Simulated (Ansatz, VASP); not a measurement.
**Two plane-wave programs on SiNi3**

```
Si Ni
1.0
     3.50626    0.00000    0.00000
     0.00000    3.50626    0.00000
     0.00000    0.00000    3.50626
Si Ni
1 3
Direct
  0.00000 0.00000 0.00000
  0.00000 0.50000 0.50000
  0.50000 0.00000 0.50000
  0.50000 0.50000 0.00000
```

Alike in both runs: task single point; functional PBE; k mesh 16 × 16 × 16; no spin polarisation.

|  | VASP | Ansatz |
| --- | --- | --- |
| version | VASP 6.6.1 | Ansatz 0.2.0 |
| potentials or method | VASP PAW PBE potentials, release 64 (Si, Ni), cutoff 600 eV | scalar-relativistic, plane waves, PAW |
| occupations | gaussian, width 0.15 eV | gaussian, width 0.005 eV |
| valence electrons in the cell | 34 | 58 |

```csv
,VASP,Ansatz,Ansatz less VASP
gap on the k mesh at the Fermi level (eV),none,none,-
pressure (GPa),0.0,0.0,+0.02
```

A gap of «none» marks a metal or a gap that the smearing closes. VASP's potentials hold 34 valence electrons a cell and Ansatz's 58, so a difference there can come from the potentials and not from the codes.
